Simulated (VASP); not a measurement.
Set up this calculation in VASP 6.6.1, as the native input.

| Property | Result |
| --- | --- |
| Task | single point |
| Functional | PBE |
| Dispersion | D3(BJ) |
| Potentials or basis | VASP PAW PBE potentials, release 64 (B) |
| Cutoff | 500 eV |
| k mesh | 6 × 6 × 6 |
| Occupations | gaussian, width 0.1 eV |
| Spin | no spin polarisation |
| Dipole correction | no |
| Further INCAR settings | ALGO = Normal; EDIFF = 1e-06; NBANDS = 10 |

The structure of B lies in POSCAR:

```
B
1.0
    2.6197200604      0.0000000000      0.0000000000
   -1.3098600302      2.2687441231      0.0000000000
    0.0000000000      0.0000000000      3.7917451083
B
2
Direct
    0.3333333333      0.6666666667      0.0000000000
    0.6666666667      0.3333333333      0.0000000000
```

These files were run (other wordings do the same):

INCAR

```
ALGO     = Normal         # electronic algorithm
EDIFF    = 1E-6           # SCF threshold, eV
ENCUT    = 500            # plane-wave cutoff, eV
GGA      = PE             # functional
GGA_COMPAT= F            
ISIF     = 2              # what is computed and relaxed
ISMEAR   = 0              # smearing method
IVDW     = 12             # dispersion correction
LASPH    = T              # aspherical terms in the spheres
LCHARG   = F              # write CHGCAR
LREAL    = F              # projectors in reciprocal space
LWAVE    = F              # write WAVECAR
NBANDS   = 10             # bands
NELM     = 120            # most SCF steps
PREC     = Accurate       # precision mode
SIGMA    = 0.1            # smearing width, eV
```

KPOINTS

```
k-points
0
Gamma
  6 6 6
```

Potentials or basis: VASP PAW PBE potentials, release 64 (B).

Launch:

```console
$ cat potpaw_PBE.64/B/POTCAR > POTCAR
$ mpirun -np 1 vasp_std > vasp.out
```

Results of the run:

| Item | Value |
| --- | --- |
| Pressure | 44.1 GPa |
| Band gap on the k mesh | zero (band 3 reaches 3.77 eV, above the bottom of band 4 at 0.26 eV) |
| Dispersion energy per atom | -0.141 eV |

Caveat: the k points lie up to 0.46 Å⁻¹ apart.

Wall time 5.1 s on 1 thread of Intel(R) Xeon(R) Platinum 8259CL CPU @ 2.50GHz (Skylake/Cascade Lake), with other jobs on the host, peak memory 0.13 GiB.
